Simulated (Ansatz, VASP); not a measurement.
InH: VASP beside Ansatz

File INCAR:

```
ALGO = Normal ; EDIFF = 1E-6
EDIFFG = -0.04 ; ENCUT = 600
GGA = PE ; IBRION = 2
ISIF = 3 ; ISMEAR = 0
LASPH = True ; LCHARG = False
LREAL = False ; LWAVE = False
NELM = 100 ; NSW = 90
PREC = Accurate ; SIGMA = 0.1
```

KPOINTS

```
k-points
0
Gamma
  6 6 4
```

POSCAR

```
InH
1.0
    2.8047264200      0.0000000000      0.0000000000
    0.0000000000      3.6376991000      0.0000000000
    0.0000000000      0.0000000000      6.1837327300
In H
2 2
Direct
    0.0000000000      0.0000000000      0.7213000200
    0.5000000000      0.5000000000      0.2786999800
    0.0000000000      0.5000000000      0.9527000000
    0.5000000000      0.0000000000      0.0473000000
```

Input for Ansatz:

```yaml
crystal:
  lattice:
    - [2.80472642, 0.0, 0.0]
    - [0.0, 3.6376991, 0.0]
    - [0.0, 0.0, 6.18373273]
  atoms:
    - { symbol: In, position: [0.0, 0.0, 0.72130002] }
    - { symbol: In, position: [0.5, 0.5, 0.27869998] }
    - { symbol: H, position: [0.0, 0.5, 0.9527] }
    - { symbol: H, position: [0.5, 0.0, 0.0473] }
basis:
  ecutwfc: 420
kpoints:
  mp_grid: { grid: [6, 6, 4] }
hamiltonian:
  xc: pbe
scf:
  occupations: { method: gaussian, width: 0.1 }
  lower_state_search: "off"
output:
  forces: true
  stress: true
  eigenvalues: true
relax:
  adjacent_minimum: "off"
  f_tol: 0.04
  max_steps: 70
  cell: { stress_tol: 0.4 }
```

Change from the starting cell: species swapped into the CuTe type (Pmmn, No. 59).

Alike in both runs: task relaxation of cell and atoms; functional PBE; k mesh 6 × 6 × 4; occupations gaussian, width 0.1 eV; no spin polarisation.

```csv
,VASP,Ansatz
version,VASP 6.6.1,Ansatz 0.2.0
potentials or method,"VASP PAW PBE potentials, release 64 (In_d, H), cutoff 600 eV","scalar-relativistic, plane waves, PAW"
valence electrons in the cell,28,28
```

Ansatz gave:

```
gap on the k mesh at the Fermi level, each at its own relaxed structure (eV) : none
relaxed volume (Å³/atom)                                                     : 16.45
relaxed cell length with the largest relative difference (Å)                 : 3.081
```

Question: Which values does VASP return?

Answer: gap on the k mesh at the Fermi level, each at its own relaxed structure (eV): none; relaxed volume (Å³/atom): 16.88; relaxed cell length with the largest relative difference (Å): 3.682.

A gap of «none» marks a metal or a gap that the smearing closes. One of these differences is far larger than is usual between the two programs; its cause wasn't traced.

The k mesh is coarse, so the values compare programs but aren't converged.
